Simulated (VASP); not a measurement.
Al5As:

```xyz
6
Lattice="6.5791 0.0000 0.0000 -3.2895 5.6976 0.0000 0.0000 0.0000 5.2429" Properties=species:S:1:pos:R:3 pbc="T T T"
Al    0.0000    0.0000    1.2459
Al    0.0000    0.0000    3.9970
Al    3.2895    0.0000    2.6214
Al   -1.6448    2.8488    2.6214
Al    1.6448    2.8488    2.6214
As    0.0000    0.0000    2.6214
```

| Item | Value |
| --- | --- |
| Program | VASP 6.6.1 |
| Task | relaxation of cell and atoms |
| Functional | PBE |
| Potentials or basis | VASP PAW PBE potentials, release 64 (Al, As) |
| Cutoff | 600 eV |
| k mesh | 3 × 3 × 4 |
| Occupations | gaussian, width 0.1 eV |
| Spin | no spin polarisation |

At the start: pressure 53.8 GPa; volume 32.75 Å³/atom.

Task: How do energy, volume and symmetry change on relaxing?

Result: Over 19 steps the energy falls by 6864.5 meV/atom and the volume is 34.78 Å³/atom (+6.2 %); space group P6/mmm (No. 191, to 0.05 Å).

The path:
| step | energy change (eV) | largest force (eV/Å) | pressure (GPa) | volume (Å³) |
| --- | --- | --- | --- | --- |
| 1 | 0.0000 | 74.2499 | 53.76 | 196.53 |
| 2 | 220.1217 | 351.7475 | 54.30 | 490.97 |
| 3 | -31.3359 | 17.5720 | 7.74 | 332.70 |
| 4 | -32.0532 | 16.2391 | 7.08 | 329.31 |
| 5 | -35.4965 | 9.8084 | 3.51 | 303.97 |
| 6 | -38.2925 | 3.7853 | -0.20 | 250.81 |
| 7 | -40.1375 | 1.2483 | -2.37 | 248.82 |
| 8 | -40.3356 | 1.8577 | -2.62 | 247.23 |
| 9 | -40.3560 | 1.9833 | -2.70 | 246.58 |
| 10 | -40.9684 | 0.8986 | -2.04 | 224.45 |
| 11 | -41.0672 | 0.4391 | -1.15 | 213.62 |
| 12 | -41.1593 | 0.3182 | -0.18 | 205.99 |
| 13 | -41.1670 | 0.2607 | 0.23 | 203.42 |
| 14 | -41.1670 | 0.2553 | 0.26 | 203.21 |
| 15 | -41.1752 | 0.1886 | 0.22 | 204.36 |
| 16 | -41.1853 | 0.0338 | 0.15 | 207.83 |
| 17 | -41.1854 | 0.0001 | 0.15 | 207.41 |
| 18 | -41.1867 | 0.0454 | -0.08 | 209.27 |
| 19 | -41.1870 | 0.0318 | -0.01 | 208.70 |

Final structure:
```xyz
6
Lattice="5.5513 0.0000 0.0000 -2.7757 4.8076 0.0000 0.0000 0.0000 7.8198" Properties=species:S:1:pos:R:3 pbc="T T T"
Al    0.0000    0.0000    6.3953
Al    0.0000    0.0000    1.4245
Al    2.7757    0.0000    3.9099
Al   -1.3878    2.4038    3.9099
Al    1.3878    2.4038    3.9099
As    0.0000    0.0000    3.9099
```

Caveat: the k points lie up to 0.44 Å⁻¹ apart in the final cell.
